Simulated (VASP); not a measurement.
# Sn2Ge (I4_1/amd) in VASP: relaxation of cell and atoms with PBEsol

Aim: the relaxation of cell and atoms of Sn2Ge with PBEsol.

Everything below comes from runs of VASP 6.6.1. Logs are shortened: lines on timing, memory, paths and dates and some standing lists are left out, and cuts for length are marked.

**1. The cell of the first run**

The structure is tetragonal, space group I4_1/amd (No. 141). Conventional cell: a = 4.374 Å, b = 4.374 Å, c = 14.050 Å, α = 90.00°, β = 90.00°, γ = 90.00°. Sn (site symmetry 2mm) has 3 Sn at 2.36 to 2.47 Å and 6 Ge at 3.20 to 3.31 Å within 3.4 Å. Within 4.2 Å of Ge (site symmetry -4m2) lie 12 Sn at 3.20 to 3.31 Å and 4 Ge at 4.14 Å.

**2. Relaxation of cell and atoms, PBEsol, target pressure 20 GPa, at which the enthalpy is minimised**

INCAR

```
SYSTEM = Sn2Ge
  PREC = Accurate
  ENCUT = 600
  EDIFF = 1E-6
  ISMEAR = -1
  SIGMA = 0.1
  LREAL = .FALSE.
  LASPH = .TRUE.
  NELM = 100
  ALGO = Normal
  ISIF = 3
  LWAVE = .FALSE.
  LCHARG = .FALSE.
  GGA = PS
  IBRION = 2
  NSW = 80
  EDIFFG = -0.01
  PSTRESS = 200.0
```

KPOINTS

```
Automatic mesh
0
G
  7 7 7
  0 0 0
```

POSCAR

```
Sn2Ge
1.0
    0.0000000000      4.3743320000      0.0000000000
    4.3743320000      0.0000000000      0.0000000000
    2.1871660000      2.1871660000     -7.0248860000
Sn Ge
4 2
Direct
    0.4160000000      0.4160000000      0.1680000000
    0.1660000000      0.6660000000      0.6680000000
    0.3340000000      0.8340000000      0.3320000000
    0.5840000000      0.5840000000      0.8320000000
    0.0000000000      0.0000000000      0.0000000000
    0.7500000000      0.2500000000      0.5000000000
```

Potentials or basis: VASP PAW PBE potentials, release 64 (Sn_d, Ge_d).

Launch:

```bash
> cat potpaw_PBE.64/Sn_d/POTCAR potpaw_PBE.64/Ge_d/POTCAR > POTCAR
> mpirun -np 1 vasp_std > vasp.out
```

OUTCAR:

```text
SYSTEM = Sn2Ge
   PREC = Accurate
   ENCUT = 600
   EDIFF = 1E-6
   ISMEAR = -1
   LREAL = .FALSE.
   LASPH = .TRUE.
   NELM = 100
   ISIF = 3
   GGA = PS
   IBRION = 2
   NSW = 80
   EDIFFG = -0.01
   PSTRESS = 200.0

 ion  position               nearest neighbor table
   1  0.416  0.416  0.168-   4 2.36   3 2.47   3 2.47   6 3.20   6 3.20   5 3.31   5 3.31   5 3.31
                             5 3.31
   2  0.166  0.666  0.668-   3 2.36   4 2.47   4 2.47   5 3.20   5 3.20   6 3.31   6 3.31   6 3.31
                             6 3.31
   3  0.334  0.834  0.332-   2 2.36   1 2.47   1 2.47   5 3.20   5 3.20   6 3.31   6 3.31   6 3.31
                             6 3.31
   4  0.584  0.584  0.832-   1 2.36   2 2.47   2 2.47   6 3.20   6 3.20   5 3.31   5 3.31   5 3.31
                             5 3.31
   5  0.000  0.000  0.000-   2 3.20   3 3.20   3 3.20   2 3.20   4 3.31   1 3.31   4 3.31   1 3.31
                             1 3.31   4 3.31   4 3.31   1 3.31
   6  0.750  0.250  0.500-   1 3.20   4 3.20   4 3.20   1 3.20   2 3.31   3 3.31   3 3.31   2 3.31
                             3 3.31   2 3.31   3 3.31   2 3.31

  LATTYP: Found a body centered tetragonal cell.
 ALAT       =     4.3743320000
 C/A-ratio  =     3.2118668633

  Lattice vectors:

 A1 = (  -2.1871660000,   2.1871660000,   7.0248860000)
 A2 = (   2.1871660000,  -2.1871660000,   7.0248860000)
 A3 = (   2.1871660000,   2.1871660000,  -7.0248860000)

Analysis of symmetry for initial positions (statically):
=====================================================================
 Subroutine PRICEL returns:
 Original cell was already a primitive cell.

 Routine SETGRP: Setting up the symmetry group for a
 body centered tetragonal supercell.

 Subroutine GETGRP returns: Found 16 space group operations
 (whereof  8 operations were pure point group operations)
 out of a pool of 16 trial point group operations.

The static configuration has the point symmetry D_2d.
 The point group associated with its full space group is D_4h.

Analysis of symmetry for dynamics (positions and initial velocities):
=====================================================================
 Subroutine PRICEL returns:
 Original cell was already a primitive cell.

 Routine SETGRP: Setting up the symmetry group for a
 body centered tetragonal supercell.

 Subroutine GETGRP returns: Found 16 space group operations
 (whereof  8 operations were pure point group operations)
 out of a pool of 16 trial point group operations.

The dynamic configuration has the point symmetry D_2d.
 The point group associated with its full space group is D_4h.

 Subroutine INISYM returns: Found 16 space group operations
 (whereof  8 operations are pure point group operations),
 and found     1 'primitive' translations

----------------------------------------------------------------------------------------

                                     Primitive cell

  volume of cell :     134.4197

  direct lattice vectors                    reciprocal lattice vectors
     0.000000000  4.374332000  0.000000000     0.000000000  0.228606333  0.071175532
     4.374332000  0.000000000  0.000000000     0.228606333  0.000000000  0.071175532
     2.187166000  2.187166000 -7.024886000     0.000000000  0.000000000 -0.142351064

  length of vectors
     4.374332000  4.374332000  7.675702804     0.239430182  0.239430182  0.142351064

  position of ions in fractional coordinates (direct lattice)
     0.416000000  0.416000000  0.168000000
     0.166000000  0.666000000  0.668000000
     0.334000000  0.834000000  0.332000000
     0.584000000  0.584000000  0.832000000
     0.000000000  0.000000000  0.000000000
     0.750000000  0.250000000  0.500000000

  ion indices of the primitive-cell ions
   primitive index   ion index
                 1           1
                 2           2
                 3           3
                 4           4
                 5           5
                 6           6

----------------------------------------------------------------------------------------

 KPOINTS: Automatic mesh

Automatic generation of k-mesh.
 Grid dimensions read from file:
 generate k-points for:    7    7    7

 Generating k-lattice:

  Cartesian coordinates                     Fractional coordinates (reciprocal lattice)
     0.000000000  0.032658048  0.010167933     0.142857143  0.000000000  0.000000000
     0.032658048  0.000000000  0.010167933     0.000000000  0.142857143  0.000000000
     0.000000000  0.000000000 -0.020335866     0.000000000  0.000000000  0.142857143

  Length of vectors
     0.034204312  0.034204312  0.020335866

  Shift w.r.t. Gamma in fractional coordinates (k-lattice)
     0.000000000  0.000000000  0.000000000

 Subroutine IBZKPT returns following result:
 ===========================================

 Found     40 irreducible k-points:

 Following reciprocal coordinates:
            Coordinates               Weight
  0.000000  0.000000  0.000000      1.000000
  0.142857  0.000000  0.000000      8.000000
  0.285714  0.000000  0.000000      8.000000
  0.428571  0.000000  0.000000      8.000000
  0.142857  0.142857  0.000000      8.000000
  0.285714  0.142857  0.000000     16.000000
[... 16 lines left out ...]
  0.285714  0.285714  0.142857      8.000000
  0.428571  0.285714  0.142857     16.000000
 [... further k-points ...]
   k-points           NKPTS =     40   k-points in BZ     NKDIM =     40   number of bands    NBANDS=     50
   number of dos      NEDOS =    301   number of ions     NIONS =      6
   total plane-waves  NPLWV =  82944
   dimension x,y,z NGX =    36 NGY =   36 NGZ =   64
   dimension x,y,z NGXF=    72 NGYF=   72 NGZF=  128
   ions per type =               4   2
   NGX,Y,Z   is equivalent  to a cutoff of  13.68, 13.68, 13.86 a.u.
   NGXF,Y,Z  is equivalent  to a cutoff of  27.36, 27.36, 27.72 a.u.
 SYSTEM =  Sn2Ge
   PREC   = accura    normal or accurate (medium, high low for compatibility)
   ISTART =      0    job   : 0-new  1-cont  2-samecut
   ICHARG =      2    charge: 1-file 2-atom 10-const
   ISPIN  =      1    spin polarized calculation?
   LNONCOLLINEAR =      F non collinear calculations
   LSORBIT =      F    spin-orbit coupling
   LASPH  =      T    aspherical Exc in radial PAW
   ENCUT  =  600.0 eV  44.10 Ry    6.64 a.u.   8.74  8.74 15.33*2*pi/ulx,y,z
   NELM   =    100;   NELMIN=  2; NELMDL= -5     # of ELM steps
   EDIFF  = 0.1E-05   stopping-criterion for ELM
   LREAL  =      F    real-space projection
   EDIFFG = -.1E-01   stopping-criterion for IOM
   NSW    =     80    number of steps for IOM
   IBRION =      2    ionic relax: 0-MD 1-quasi-New 2-CG
   NFREE  =      1    steps in history (QN), initial steepest desc. (CG)
   ISIF   =      3    stress and relaxation
   ISYM   =      2    0-nonsym 1-usesym 2-fastsym
   POTIM  = 0.5000    time-step for ionic-motion
   TEBEG  =    0.0;   TEEND  =   0.0 temperature during run
   PSTRESS=  200.0 pullay stress
   NELECT =      84.0000    total number of electrons
   NUPDOWN=      -1.0000    fix difference up-down
   EMIN   =  10.00;   EMAX   =-10.00  energy-range for DOS
   EFERMI =   0.00;   METHOD = LEGACY
   ISMEAR =    -1;   SIGMA  =   0.10  broadening in eV -4-tet -1-fermi 0-gaus
   EFERMI_NEDOS =   21; number of points for ismear=-14 and -15
   IALGO  =     38    algorithm
   IMIX   =      4    mixing-type and parameters
     AMIX     =   0.40;   BMIX     =  1.00
     AMIX_MAG =   1.60;   BMIX_MAG =  1.00
  volume/ion in A,a.u.               =      22.40       151.18
  Fermi-wavevector in a.u.,A,eV,Ry     =   1.399631  2.644920 26.653378  1.958968
  Thomas-Fermi vector in A             =   2.522672
   LORBIT       =      0    0 simple, 1 ext, 2 COOP (PROOUT), +10 PAW based schemes
   GGA     = PS    functional components
   LHFCALC =     F    Hartree Fock is set to
   AEXX    =    0.0000 exact exchange contribution
   IVDW    =     0    specifies the selected vdW correction
   LEPSILON=     F    determine dielectric tensor
   LRPA    =     F    only Hartree local field effects (RPA)
 conjugate gradient relaxation of ions
 non-spin polarized calculation
  energy-cutoff  :      600.00
  volume of cell :      134.42
 maximum number of plane-waves:      4517
   NGX = 17   NGY = 17   NGZ = 31

--------------------------------------- Ionic step        1  -------------------------------------------

 number of electron      84.0000004 magnetization

 Free energy of the ion-electron system (eV)
  ---------------------------------------------------
  ext. energy  EPLUGINS =         0.00000000
  ---------------------------------------------------
  free energy    TOTEN  =       -19.66960478 eV

  energy without entropy =      -19.56030550  energy(sigma->0) =      -19.61495514

------------------------ aborting loop because EDIFF is reached ----------------------------------------

  FORCE on cell =-STRESS in cart. coord.  units (eV):
  Direction    XX          YY          ZZ          XY          YZ          ZX
  --------------------------------------------------------------------------------------
  -------------------------------------------------------------------------------------
  Total       14.7718784     14.7718784     35.9356563      0.0000000      0.0000000      0.0000000
  in kB      176.0692618    176.0692618    428.3249757      0.0000000      0.0000000      0.0000000
  external PRESSURE =      60.1544998 kB  Pullay stress =     200.0000000 kB
[... 109 lines left out ...]
  energy  without entropy=      -20.7273452573  energy(sigma->0) =      -20.79577381

  enthalpy is  TOTEN    =        -3.3993625764 eV   P V=       17.4648397890

 E-fermi :   9.9924     XC(G=0): -11.5740

 val. band max:        9.9913186168   @ k =  -0.1429   0.0000   0.1429
 cond. band min:      10.0278087875   @ k =  -0.4286   0.1429   0.0000
 fundamental gap:      0.0364901707
 Fermi energy:         9.9924493181

 k-point     1 :       0.0000    0.0000    0.0000
  band No.  band energies     occupation
      1     -14.8111      2.00000
      2     -14.8111      2.00000
      3     -14.7849      2.00000
      4     -14.7849      2.00000
      5     -14.7743      2.00000
      6     -14.7743      2.00000
[... 1261 lines left out ...]
     49      12.8096      0.00000
     50      13.3099      0.00000

 [... further k-points ...]

[... ionic steps 4 to 37 ...]

--------------------------------------- Ionic step       38  -------------------------------------------

 number of electron      84.0000007 magnetization

------------------------ aborting loop because EDIFF is reached ----------------------------------------
[... 79 lines left out ...]
--------------------------------------- Ionic step       40  -------------------------------------------

 number of electron      84.0000009 magnetization

 Free energy of the ion-electron system (eV)
  ---------------------------------------------------
  ext. energy  EPLUGINS =         0.00000000
  ---------------------------------------------------
  free energy    TOTEN  =       -24.48653319 eV

  energy without entropy =      -24.40440576  energy(sigma->0) =      -24.44546948

 E-fermi :  10.4323     XC(G=0): -11.7180

 val. band max:       10.4171139476   @ k =   0.4286   0.4286   0.1429
 cond. band min:      10.4604162525   @ k =   0.0000   0.0000   0.2857
 fundamental gap:      0.0433023049
 Fermi energy:        10.4323098553

 k-point     1 :       0.0000    0.0000    0.0000
  band No.  band energies     occupation
      1     -14.5065      2.00000
      2     -14.5064      2.00000
      3     -14.4674      2.00000
      4     -14.4673      2.00000
      5     -14.4603      2.00000
      6     -14.4603      2.00000
[... 1300 lines left out ...]
  energy  without entropy=      -24.4044057572  energy(sigma->0) =      -24.44546948

  enthalpy is  TOTEN    =        -9.6161719609 eV   P V=       14.8703612335

 reached required accuracy - stopping structural energy minimisation
```

It took 2.1 h on 1 thread of Oxide Virtual Turin-like, shared host; peak memory 0.43 GiB.

Results:

```
Free energy                                                : -24.4865 eV
Relaxed volume                                             : 19.85 Å³/atom
Relaxed cell                                               : a = 3.237 Å, b = 3.237 Å, c = 11.595 Å, α = 81.97°, β = 81.97°, γ = 90.00°
Space group after relaxing (to 0.1 Å)                      : I4_1/amd (No. 141)
Energy change on relaxing (the run minimises the enthalpy) : -802.8 meV/atom
Ionic steps                                                : 40
Pressure after relaxing                                    : 20.0 GPa
Largest force after relaxing                               : 0.005 eV/Å
Band gap on the k mesh                                     : zero (bands 42 and 43 overlap by 4.92 eV)
```

Forces in eV/Å, atoms in the order of the input:
```
Sn   0.000  0.000  0.005
Sn   0.000  0.000  0.005
Sn   0.000  0.000 -0.005
Sn   0.000  0.000 -0.005
Ge   0.000  0.000  0.000
Ge   0.000  0.000  0.000
```

The path:
```tsv
step	energy change (eV)	largest force (eV/Å)	pressure (GPa)	volume (Å³)
1	0.0000	2.3293	26.02	134.42
2	-1.1799	4.3575	13.65	150.16
3	-1.1946	1.6637	18.93	139.91
4	-1.1399	1.4275	19.39	139.39
5	-1.0957	1.2489	19.80	139.01
6	-1.6735	1.1300	17.39	139.96
7	-3.5764	0.2615	11.62	141.40
8	-4.0914	4.7720	12.73	138.61
9	-4.3979	3.7897	10.16	140.10
10	-4.4416	3.7783	10.17	140.02
11	-4.5460	3.7510	10.21	139.73
12	-4.6328	3.7279	10.83	138.96
13	-4.4472	3.9304	13.74	136.66
14	-4.5419	3.7502	13.62	135.96
15	-4.7852	3.2417	13.53	133.89
16	-5.0845	2.2458	14.04	129.79
17	-4.7250	0.2061	19.13	121.79
18	-4.8606	0.1776	18.07	122.80
19	-4.8276	0.0765	18.38	122.53
20	-4.8161	0.1446	18.77	121.98
21	-4.7364	0.4067	20.21	120.30
22	-4.3153	0.9739	24.94	116.65
23	-4.5581	0.7142	22.53	118.29
24	-4.8249	0.5048	20.27	119.89
25	-5.1312	0.3749	17.26	122.17
26	-4.9673	0.2429	18.85	120.47
27	-4.8176	0.1401	20.08	119.15
28	-4.7848	0.1180	20.31	118.89
29	-4.8241	0.0350	19.97	119.19
30	-4.8368	0.0064	19.75	119.29
31	-4.8328	0.0171	19.82	119.25
32	-4.8057	0.0065	20.07	119.04
33	-4.8077	0.0032	20.03	119.05
34	-4.8070	0.0060	20.10	119.05
35	-4.8241	0.0064	19.90	119.18
36	-4.8169	0.0072	19.97	119.13
37	-4.8199	0.0059	19.92	119.15
38	-4.8187	0.0069	19.94	119.14
39	-4.8176	0.0049	19.97	119.13
40	-4.8169	0.0045	19.98	119.12
```

Final structure:
```
Sn Ge
1.0
     0.00000    3.23736    0.00000
     3.23736    0.00000    0.00000
     1.61868    1.61868  -11.36631
Sn Ge
4 2
Direct
  0.42744 0.42744 0.14512
  0.17744 0.67744 0.64512
  0.32256 0.82256 0.35488
  0.57256 0.57256 0.85488
  0.00000 0.00000 0.00000
  0.75000 0.25000 0.50000
```

Caveat: the cell is relaxed towards a set pressure, so the run minimises the enthalpy, not the energy; a cell axis changed by over 15 % at a fixed basis, so the end point is rough; the PAW data sets were made with another functional, which shifts forces and pressure a little; spin-orbit coupling is left out, which moves the levels of the heavy elements.

The gap in the log of VASP goes by the Fermi energy; the results here count the filled bands.